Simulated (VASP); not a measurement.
Set up this calculation in VASP 6.6.1, as the native input.

- Task: single point
- Functional: r2SCAN
- Potentials or basis: VASP PAW PBE potentials, release 64 (Hg, Te)
- Cutoff: 520 eV
- k mesh: 14 × 14 × 14
- Occupations: gaussian, width 0.15 eV
- Spin: no spin polarisation
- Dipole correction: no
- Further INCAR settings: ALGO = Normal; EDIFF = 1e-06; NBANDS = 16

HgTe:

```
Hg Te
1.0
     0.00000    3.03343    3.64012
     3.03343    0.00000    3.64012
     3.03343    3.03343    0.00000
Hg Te
1 1
Direct
  0.00000 0.00000 0.00000
  0.75000 0.75000 0.75000
```

This cell differs from its parent crystal: ratio of the length along z to the lengths across it x 1.2, volume and fractional coordinates fixed.

The input as run:

POSCAR

```
HgTe
1.0
    0.0000000000      3.0334296391      3.6401155669
    3.0334296391      0.0000000000      3.6401155669
    3.0334296391      3.0334296391      0.0000000000
Hg Te
1 1
Direct
    0.0000000000      0.0000000000      0.0000000000
    0.7500000000      0.7500000000      0.7500000000
```

INCAR.step1

```
SYSTEM = HgTe
ALGO = Normal ; EDIFF = 1E-4
ENCUT = 520 ; GGA = PE
ISMEAR = 0 ; LASPH = .TRUE.
LCHARG = .FALSE. ; LREAL = .FALSE.
LWAVE = .TRUE. ; NBANDS = 16
NELM = 80 ; PREC = Accurate
SIGMA = 0.15
```

INCAR.step2

```
SYSTEM = HgTe
ALGO = Normal ; EDIFF = 1E-6
ENCUT = 520 ; ISIF = 2
ISMEAR = 0 ; ISTART = 1
LASPH = .TRUE. ; LCHARG = .TRUE.
LELF = .TRUE. ; LMIXTAU = .TRUE.
LREAL = .FALSE. ; LVHAR = .TRUE.
LWAVE = .FALSE. ; METAGGA = R2SCAN
NBANDS = 16 ; NELM = 80
PREC = Accurate ; SIGMA = 0.15
```

KPOINTS

```
k-points
0
G
  14 14 14
  0 0 0
```

Potentials or basis: VASP PAW PBE potentials, release 64 (Hg, Te).

Command:

```bash
$ cat potpaw_PBE.64/Hg/POTCAR potpaw_PBE.64/Te/POTCAR > POTCAR
$ cp INCAR.step1 INCAR
$ mpirun -np 1 vasp_std > vasp.out
$ cp INCAR.step2 INCAR
$ mpirun -np 1 vasp_std > vasp.out
```

Results of the run:

- Pressure: 2.3 GPa
- Band gap on the k mesh: zero (filled and empty bands touch)

Caveat: semilocal functionals underestimate gaps, and a narrow one can read as zero; the PAW data sets were made with another functional, which shifts forces and pressure a little; spin-orbit coupling is left out, which moves the levels of the heavy elements.

Wall time 11 min on 1 thread of Intel(R) Xeon(R) Platinum 8259CL CPU @ 2.50GHz (Skylake/Cascade Lake), with other jobs on the host, peak memory 0.41 GiB.
